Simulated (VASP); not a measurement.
# BaTiO3 (R3m) in VASP: notebook

The runs below take BaTiO3 through single point, with PBEsol, LDA.

Program: VASP 6.6.1. These are calculated values, not measurements. Logs are shortened: lines on timing, memory, paths and dates and some standing lists are left out, and cuts for length are marked.

## Step 1: The cell of the first run

The structure is trigonal, space group R3m (No. 160). The conventional cell has a = 5.539 Å, b = 5.539 Å, c = 6.813 Å, α = 90.00°, β = 90.00°, γ = 120.00°. Within 3.6 Å of Ba (site symmetry 3m) lie 12 O at 2.73 to 2.83 Å and 8 Ti at 3.30 to 3.51 Å. Within 2.4 Å of Ti (site symmetry 3m) lie 6 O at 1.84 to 2.10 Å. Within 2.4 Å of O (site symmetry m) lie 2 Ti at 1.84 to 2.10 Å.

## Step 2: Single point, PBEsol (12.07 Å³/atom)

Input file INCAR:

```
SYSTEM = BaTiO3
PREC     = Accurate       ! precision mode
ENCUT    = 520            ! plane-wave cutoff, eV
EDIFF    = 1E-6           ! SCF threshold, eV
ISMEAR   = -1             ! smearing method
SIGMA    = 0.05           ! smearing width, eV
LREAL    = .False.        ! projectors in reciprocal space
LASPH    = .True.         ! aspherical terms in the spheres
NELM     = 60             ! most SCF steps
ALGO     = Normal         ! electronic algorithm
ISIF     = 2              ! what is computed and relaxed
LWAVE    = .False.        ! write WAVECAR
LCHARG   = .False.        ! write CHGCAR
GGA      = PS             ! functional
NBANDS   = 28             ! bands
```

Input file KPOINTS:

```
Automatic mesh
0
Gamma
  7 7 7
  0 0 0
```

Input file POSCAR:

```
BaTiO3
1.0
    2.7696490538      1.5990576267      2.2710660605
   -2.7696490538      1.5990576267      2.2710660605
    0.0000000000     -3.1981152536      2.2710660605
Ba Ti O
1 1 3
Direct
    0.0000000000      0.0000000000      0.0000000000
    0.4845000000      0.4845000000      0.4845000000
    0.5086000000      0.0175000000      0.5086000000
    0.0175000000      0.5086000000      0.5086000000
    0.5086000000      0.5086000000      0.0175000000
```

Potentials or basis: VASP PAW PBE potentials, release 64 (Ba_sv, Ti_sv, O).

On the command line:

```bash
$ cat potpaw_PBE.64/Ba_sv/POTCAR potpaw_PBE.64/Ti_sv/POTCAR potpaw_PBE.64/O/POTCAR > POTCAR
$ mpirun -np 1 vasp_std > vasp.out
```

OUTCAR:

```text
SYSTEM = BaTiO3
   PREC = Accurate
   ENCUT = 520
   EDIFF = 1E-6
   ISMEAR = -1
   LREAL = .False.
   LASPH = .True.
   NELM = 60
   ISIF = 2
   GGA = PS

 ion  position               nearest neighbor table
   1  0.000  0.000  0.000-   5 2.73   4 2.73   3 2.73   4 2.77   3 2.77   4 2.77   3 2.77   5 2.77
                             5 2.77   5 2.83   4 2.83   3 2.83   2 3.30   2 3.36   2 3.36   2 3.36
   2  0.484  0.484  0.484-   3 1.84   4 1.84   5 1.84   3 2.10   4 2.10   5 2.10   1 3.30   1 3.36
                             1 3.36   1 3.36   1 3.43   1 3.43   1 3.43   1 3.51
   3  0.509  0.017  0.509-   2 1.84   2 2.10   1 2.73   1 2.77   1 2.77   1 2.83
   4  0.017  0.509  0.509-   2 1.84   2 2.10   1 2.73   1 2.77   1 2.77   1 2.83
   5  0.509  0.509  0.017-   2 1.84   2 2.10   1 2.73   1 2.77   1 2.77   1 2.83

  LATTYP: Found a trigonal (rhomboedric) cell.
 ALAT       =     3.9224586965
 COS(alpha) =     0.0028448828

  Lattice vectors:

 A1 = (   2.7696490538,   1.5990576267,   2.2710660605)
 A2 = (  -2.7696490538,   1.5990576267,   2.2710660605)
 A3 = (   0.0000000000,  -3.1981152536,   2.2710660605)

Analysis of symmetry for initial positions (statically):
=====================================================================
 Subroutine PRICEL returns:
 Original cell was already a primitive cell.

 Routine SETGRP: Setting up the symmetry group for a
 trigonal (rhombohedral) supercell.

 Subroutine GETGRP returns: Found  6 space group operations
 (whereof  6 operations were pure point group operations)
 out of a pool of 12 trial point group operations.

The static configuration has the point symmetry C_3v.

Analysis of symmetry for dynamics (positions and initial velocities):
=====================================================================
 Subroutine PRICEL returns:
 Original cell was already a primitive cell.

 Routine SETGRP: Setting up the symmetry group for a
 trigonal (rhombohedral) supercell.

 Subroutine GETGRP returns: Found  6 space group operations
 (whereof  6 operations were pure point group operations)
 out of a pool of 12 trial point group operations.

The dynamic configuration has the point symmetry C_3v.

 Subroutine INISYM returns: Found  6 space group operations
 (whereof  6 operations are pure point group operations),
 and found     1 'primitive' translations

----------------------------------------------------------------------------------------

                                     Primitive cell

  volume of cell :      60.3490

  direct lattice vectors                    reciprocal lattice vectors
     2.769649054  1.599057627  2.271066060     0.180528287  0.104228055  0.146773949
    -2.769649054  1.599057627  2.271066060    -0.180528287  0.104228055  0.146773949
     0.000000000 -3.198115254  2.271066060     0.000000000 -0.208456110  0.146773949

  length of vectors
     3.922458697  3.922458697  3.922458697     0.254944194  0.254944194  0.254944194

  position of ions in fractional coordinates (direct lattice)
     0.000000000  0.000000000  0.000000000
     0.484500000  0.484500000  0.484500000
     0.508600000  0.017500000  0.508600000
     0.017500000  0.508600000  0.508600000
     0.508600000  0.508600000  0.017500000

  ion indices of the primitive-cell ions
   primitive index   ion index
                 1           1
                 2           2
                 3           3
                 4           4
                 5           5

----------------------------------------------------------------------------------------

 KPOINTS: Automatic mesh

Automatic generation of k-mesh.
 Grid dimensions read from file:
 generate k-points for:    7    7    7

 Generating k-lattice:

  Cartesian coordinates                     Fractional coordinates (reciprocal lattice)
     0.025789755  0.014889722  0.020967707     0.142857143  0.000000000  0.000000000
    -0.025789755  0.014889722  0.020967707     0.000000000  0.142857143  0.000000000
     0.000000000 -0.029779444  0.020967707    -0.000000000 -0.000000000  0.142857143

  Length of vectors
     0.036420599  0.036420599  0.036420599

  Shift w.r.t. Gamma in fractional coordinates (k-lattice)
     0.000000000  0.000000000  0.000000000

 Subroutine IBZKPT returns following result:
 ===========================================

 Found     44 irreducible k-points:

 Following reciprocal coordinates:
            Coordinates               Weight
  0.000000  0.000000  0.000000      1.000000
  0.142857 -0.000000 -0.000000      6.000000
  0.285714 -0.000000 -0.000000      6.000000
  0.428571 -0.000000 -0.000000      6.000000
  0.142857  0.142857 -0.000000      6.000000
  0.285714  0.142857 -0.000000     12.000000
[... 16 lines left out ...]
  0.285714  0.285714  0.142857      6.000000
  0.428571  0.285714  0.142857     12.000000
 [... further k-points ...]
   k-points           NKPTS =     44   k-points in BZ     NKDIM =     44   number of bands    NBANDS=     28
   number of dos      NEDOS =    301   number of ions     NIONS =      5
   total plane-waves  NPLWV =  27000
   dimension x,y,z NGX =    30 NGY =   30 NGZ =   30
   dimension x,y,z NGXF=    60 NGYF=   60 NGZF=   60
   ions per type =               1   1   3
   NGX,Y,Z   is equivalent  to a cutoff of  12.71, 12.71, 12.71 a.u.
   NGXF,Y,Z  is equivalent  to a cutoff of  25.43, 25.43, 25.43 a.u.
 SYSTEM =  BaTiO3
   PREC   = accura    normal or accurate (medium, high low for compatibility)
   ISTART =      0    job   : 0-new  1-cont  2-samecut
   ICHARG =      2    charge: 1-file 2-atom 10-const
   ISPIN  =      1    spin polarized calculation?
   LNONCOLLINEAR =      F non collinear calculations
   LSORBIT =      F    spin-orbit coupling
   LASPH  =      T    aspherical Exc in radial PAW
   ENCUT  =  520.0 eV  38.22 Ry    6.18 a.u.   7.29  7.29  7.29*2*pi/ulx,y,z
   NELM   =     60;   NELMIN=  2; NELMDL= -5     # of ELM steps
   EDIFF  = 0.1E-05   stopping-criterion for ELM
   LREAL  =      F    real-space projection
   EDIFFG = 0.1E-04   stopping-criterion for IOM
   NSW    =      0    number of steps for IOM
   IBRION =     -1    ionic relax: 0-MD 1-quasi-New 2-CG
   NFREE  =      0    steps in history (QN), initial steepest desc. (CG)
   ISIF   =      2    stress and relaxation
   ISYM   =      2    0-nonsym 1-usesym 2-fastsym
   POTIM  = 0.5000    time-step for ionic-motion
   TEBEG  =    0.0;   TEEND  =   0.0 temperature during run
   PSTRESS=    0.0 pullay stress
   NELECT =      40.0000    total number of electrons
   NUPDOWN=      -1.0000    fix difference up-down
   EMIN   =  10.00;   EMAX   =-10.00  energy-range for DOS
   EFERMI =   0.00;   METHOD = LEGACY
   ISMEAR =    -1;   SIGMA  =   0.05  broadening in eV -4-tet -1-fermi 0-gaus
   EFERMI_NEDOS =   21; number of points for ismear=-14 and -15
   IALGO  =     38    algorithm
   IMIX   =      4    mixing-type and parameters
     AMIX     =   0.40;   BMIX     =  1.00
     AMIX_MAG =   1.60;   BMIX_MAG =  1.00
  volume/ion in A,a.u.               =      12.07        81.45
  Fermi-wavevector in a.u.,A,eV,Ry     =   1.427375  2.697348 27.720517  2.037400
  Thomas-Fermi vector in A             =   2.547552
   LORBIT       =      0    0 simple, 1 ext, 2 COOP (PROOUT), +10 PAW based schemes
   GGA     = PS    functional components
   LHFCALC =     F    Hartree Fock is set to
   AEXX    =    0.0000 exact exchange contribution
   IVDW    =     0    specifies the selected vdW correction
   LEPSILON=     F    determine dielectric tensor
   LRPA    =     F    only Hartree local field effects (RPA)
 non-spin polarized calculation
  energy-cutoff  :      520.00
  volume of cell :       60.35
 maximum number of plane-waves:      1647
 NGX is ok and might be reduce to    30
   NGX = 15   NGY = 15   NGZ = 15

 number of electron      39.9999998 magnetization

 Free energy of the ion-electron system (eV)
  ---------------------------------------------------
  ext. energy  EPLUGINS =         0.00000000
  ---------------------------------------------------
  free energy    TOTEN  =       -41.84583956 eV

  energy without entropy =      -41.84583956  energy(sigma->0) =      -41.84583956

 E-fermi :   5.2538     XC(G=0): -11.8224

 val. band max:        4.0441970368   @ k =   0.4286   0.4286   0.4286
 cond. band min:       6.5961497064   @ k =   0.0000   0.0000   0.0000
 fundamental gap:      2.5519526696
 Fermi energy:         5.2538392639

 k-point     1 :       0.0000    0.0000    0.0000
  band No.  band energies     occupation
      1     -51.6427      2.00000
      2     -28.0648      2.00000
      3     -28.0648      2.00000
      4     -28.0456      2.00000
      5     -20.5167      2.00000
      6     -12.7594      2.00000
[... 20 lines left out ...]
     27       9.1521      0.00000
     28      11.9813      0.00000

 k-point     2 :       0.1429   -0.0000   -0.0000
  band No.  band energies     occupation
      1     -51.6424      2.00000
      2     -28.0760      2.00000
      3     -28.0642      2.00000
      4     -28.0480      2.00000
      5     -20.4855      2.00000
      6     -12.7910      2.00000
[... 20 lines left out ...]
     27       9.6450      0.00000
     28      12.4883      0.00000

 k-point     3 :       0.2857   -0.0000   -0.0000
  band No.  band energies     occupation
      1     -51.6418      2.00000
      2     -28.1061      2.00000
      3     -28.0629      2.00000
      4     -28.0485      2.00000
      5     -20.4139      2.00000
      6     -12.9452      2.00000
[... 20 lines left out ...]
     27      10.6703      0.00000
     28      12.7318      0.00000

 k-point     4 :       0.4286   -0.0000   -0.0000
  band No.  band energies     occupation
      1     -51.6412      2.00000
      2     -28.1309      2.00000
      3     -28.0619      2.00000
      4     -28.0479      2.00000
      5     -20.3547      2.00000
      6     -13.1051      2.00000
[... 578 lines left out ...]
     27      10.2893      0.00000
     28      12.5776      0.00000

 k-point    23 :       0.2857    0.2857    0.1429
  band No.  band energies     occupation
      1     -51.6405      2.00000
      2     -28.1066      2.00000
      3     -28.0975      2.00000
      4     -28.0658      2.00000
      5     -20.3170      2.00000
      6     -12.6684      2.00000
[... 20 lines left out ...]
     27      12.1271      0.00000
     28      12.8557      0.00000

 k-point    24 :       0.4286    0.2857    0.1429
  band No.  band energies     occupation
      1     -51.6400      2.00000
      2     -28.1272      2.00000
      3     -28.0995      2.00000
      4     -28.0651      2.00000
      5     -20.2743      2.00000
      6     -12.6398      2.00000
[... 20 lines left out ...]
     27      12.8377      0.00000
     28      12.9522      0.00000

 [... further k-points ...]
[... 5 lines left out ...]
  --------------------------------------------------------------------------------------
  -------------------------------------------------------------------------------------
  Total        5.0417999      5.0417999      4.6679453     -0.0000000     -0.0000000      0.0000000
  in kB      133.8524462    133.8524462    123.9271506     -0.0000000     -0.0000000      0.0000000
  external PRESSURE =     130.5440144 kB  Pullay stress =       0.0000000 kB

 VOLUME and BASIS-vectors are now :
 -----------------------------------------------------------------------------
  energy-cutoff  :      520.00
  volume of cell :       60.35
      direct lattice vectors                 reciprocal lattice vectors
     2.769649054  1.599057627  2.271066060     0.180528287  0.104228055  0.146773949
    -2.769649054  1.599057627  2.271066060    -0.180528287  0.104228055  0.146773949
     0.000000000 -3.198115254  2.271066060     0.000000000 -0.208456110  0.146773949

 POSITION                                       TOTAL-FORCE (eV/Angst)
 -----------------------------------------------------------------------------------
      0.00000      0.00000      0.00000         0.000000      0.000000     -0.105724
      0.00000     -0.00000      3.30099         0.000000     -0.000000      0.841602
      1.36017     -0.78530      2.34987         0.471477     -0.272207     -0.245293
     -1.36017     -0.78530      2.34987        -0.471477     -0.272207     -0.245293
      0.00000      1.57059      2.34987         0.000000      0.544415     -0.245293
 -----------------------------------------------------------------------------------
    total drift:                                0.000000     -0.000002     -0.000662

  FREE ENERGIE OF THE ION-ELECTRON SYSTEM (eV)
  ---------------------------------------------------
  free  energy   TOTEN  =       -41.8458395619 eV

  energy  without entropy=      -41.8458395619  energy(sigma->0) =      -41.84583956
```

Run time: 1.9 min. Hardware: 1 thread of Intel Xeon 8259CL, shared host; peak memory 0.22 GiB.

What came out:

| Property | Result |
| --- | --- |
| Free energy | -41.8458 eV |
| Pressure | 13.1 GPa |
| Largest force | 0.842 eV/Å |
| Band gap on the k mesh | 2.55 eV (least direct gap 2.83 eV) |

Forces in eV/Å, atoms in the order of the input:
```
Ba   0.000  0.000 -0.106
Ti   0.000  0.000  0.842
O    0.471 -0.272 -0.245
O   -0.471 -0.272 -0.245
O    0.000  0.544 -0.245
```

Caveat: the cell stands under pressure; the PAW data sets were made with another functional, which shifts forces and pressure a little; spin-orbit coupling is left out, which moves the levels of the heavy elements; an odd mesh through Γ misses points on the zone boundary, where band edges can lie.

## Step 3: Single point, LDA (12.33 Å³/atom)

This run uses another cell than the first one, of 12.33 Å³/atom.

Input file INCAR:

```
SYSTEM = BaTiO3
PREC = Accurate ; ENCUT = 520
EDIFF = 1E-6 ; ISMEAR = -1
SIGMA = 0.05 ; LREAL = .FALSE.
LASPH = .TRUE. ; NELM = 60
ALGO = Normal ; ISIF = 2
LWAVE = .FALSE. ; LCHARG = .FALSE.
GGA = CA ; NBANDS = 28
```

Input file KPOINTS:

```
Automatic mesh
0
G
  7 7 7
  0 0 0
```

Changes to POSCAR since step 2:

```diff
@@ -2,5 +2,5 @@
 1.0
-    2.7696490538      1.5990576267      2.2710660605
-   -2.7696490538      1.5990576267      2.2710660605
-    0.0000000000     -3.1981152536      2.2710660605
+    2.7891542673      1.6103189670      2.2870600104
+   -2.7891542673      1.6103189670      2.2870600104
+    0.0000000000     -3.2206379340      2.2870600104
 Ba Ti O
```

Potentials or basis: VASP PAW LDA potentials, release 64 (Ba_sv, Ti_sv, O).

On the command line:

```bash
$ cat potpaw_LDA.64/Ba_sv/POTCAR potpaw_LDA.64/Ti_sv/POTCAR potpaw_LDA.64/O/POTCAR > POTCAR
$ mpirun -np 1 vasp_std > vasp.out
```

Wall time 92 s (1 thread of Intel Xeon 8259CL, shared host); peak memory 0.2 GiB.

Results (log left out):

```yaml
Free_energy: -44.1400 eV
Pressure: 3.7 GPa
Largest_force: 0.555 eV/Å
Band_gap_on_the_k_mesh: 2.46 eV (least direct gap 2.75 eV)
```

Forces in eV/Å, atoms in the order of the input:
```
Ba   0.000  0.000 -0.130
Ti   0.000  0.000  0.555
O    0.289 -0.167 -0.141
O   -0.289 -0.167 -0.141
O    0.000  0.333 -0.141
```

Stress tensor (GPa, compression positive):
```
3.94 0.00 0.00
0.00 3.94 0.00
0.00 0.00 3.28
```

Levels at points of the mesh, in eV from the valence-band top:
```tsv
k point	band 16	band 17	band 18	band 19	band 20	band 21	band 22	band 23	band 24	band 25
(0.00, 0.00, 0.00)	-1.34	-1.09	-0.46	-0.30	-0.30	2.46	2.46	2.62	4.86	4.86
```

Caveat: the cell stands under pressure; spin-orbit coupling is left out, which moves the levels of the heavy elements; an odd mesh through Γ misses points on the zone boundary, where band edges can lie.

## Step 4: Single point, PBEsol (12.33 Å³/atom)

This run uses another cell than the first one, of 12.33 Å³/atom.

Input file INCAR:

```
  ALGO = Normal
  EDIFF = 1E-6
  ENCUT = 520
  GGA = PS
  ISIF = 2
  ISMEAR = -1
  LASPH = T
  LCHARG = F
  LREAL = F
  LWAVE = F
  NBANDS = 28
  NELM = 100
  PREC = Accurate
  SIGMA = 0.05
```

Input file KPOINTS:

```
k-points
0
Gamma
  7 7 7
```

POSCAR is that of step 3.

Potentials or basis: VASP PAW PBE potentials, release 64 (Ba_sv, Ti_sv, O).

On the command line:

```bash
$ cat potpaw_PBE.64/Ba_sv/POTCAR potpaw_PBE.64/Ti_sv/POTCAR potpaw_PBE.64/O/POTCAR > POTCAR
$ mpirun -np 1 vasp_std > vasp.out
```

Run time: 87 s. Hardware: 1 thread of Intel Xeon 8259CL, shared host; peak memory 0.22 GiB.

The run converged. Its results:

```
Free energy            : -41.9330 eV
Pressure               : 8.5 GPa
Largest force          : 0.594 eV/Å
Band gap on the k mesh : 2.50 eV (least direct gap 2.80 eV)
```

Forces on the atoms (eV/Å):
```
Ba   0.000  0.000 -0.113
Ti   0.000  0.000  0.594
O    0.332 -0.192 -0.160
O   -0.332 -0.192 -0.160
O    0.000  0.384 -0.160
```

Stress tensor (GPa, compression positive):
```
8.70 0.00 0.00
0.00 8.70 0.00
0.00 0.00 8.00
```

Levels at points of the mesh, in eV from the valence-band top:
```
           k point  band 18  band 19  band 20  band 21  band 22  band 23
(0.00, 0.00, 0.00)    -0.46    -0.30    -0.30     2.50     2.50     2.66
```

Caveat: the cell stands under pressure; the PAW data sets were made with another functional, which shifts forces and pressure a little; spin-orbit coupling is left out, which moves the levels of the heavy elements; an odd mesh through Γ misses points on the zone boundary, where band edges can lie.

## Step 5: Single point, LDA (12.58 Å³/atom)

This run uses another cell than the first one, of 12.58 Å³/atom.

Input file INCAR:

```
PREC = Accurate
ENCUT = 520
EDIFF = 1E-6
ISMEAR = -1
SIGMA = 0.05
LREAL = False
LASPH = True
NELM = 100
ALGO = Normal
ISIF = 2
LWAVE = False
LCHARG = False
NBANDS = 28
```

Input file KPOINTS:

```
regular mesh
0
Gamma
  7 7 7
```

Changes to POSCAR since step 4:

```diff
@@ -2,5 +2,5 @@
 1.0
-    2.7891542673      1.6103189670      2.2870600104
-   -2.7891542673      1.6103189670      2.2870600104
-    0.0000000000     -3.2206379340      2.2870600104
+    2.8083904218      1.6214249660      2.3028333365
+   -2.8083904218      1.6214249660      2.3028333365
+    0.0000000000     -3.2428499320      2.3028333365
 Ba Ti O
```

Potentials or basis: VASP PAW LDA potentials, release 64 (Ba_sv, Ti_sv, O).

On the command line:

```bash
$ cat potpaw_LDA.64/Ba_sv/POTCAR potpaw_LDA.64/Ti_sv/POTCAR potpaw_LDA.64/O/POTCAR > POTCAR
$ mpirun -np 1 vasp_std > vasp.out
```

Wall time 72 s (1 thread of Intel Xeon 8259CL, shared host); peak memory 0.2 GiB.

The run converged. Its results:

- Free energy: -44.1550 eV
- Pressure: -0.3 GPa
- Largest force: 0.322 eV/Å
- Band gap on the k mesh: 2.41 eV (least direct gap 2.72 eV)

Forces in eV/Å, atoms in the order of the input:
```
Ba   0.000  0.000 -0.137
Ti   0.000  0.000  0.322
O    0.160 -0.092 -0.062
O   -0.160 -0.092 -0.062
O    0.000  0.184 -0.062
```

Stress tensor (GPa, compression positive):
```
-0.16  0.00  0.00
 0.00 -0.16  0.00
 0.00  0.00 -0.56
```

Levels at points of the mesh, in eV from the valence-band top:
| k point | band 16 | band 17 | band 18 | band 19 | band 20 | band 21 | band 22 | band 23 | band 24 | band 25 |
| --- | --- | --- | --- | --- | --- | --- | --- | --- | --- | --- |
| (0.00, 0.00, 0.00) | -1.31 | -1.06 | -0.47 | -0.32 | -0.32 | 2.41 | 2.41 | 2.56 | 4.71 | 4.71 |

Caveat: spin-orbit coupling is left out, which moves the levels of the heavy elements; an odd mesh through Γ misses points on the zone boundary, where band edges can lie.

(Part 1 of 2 ends here.)
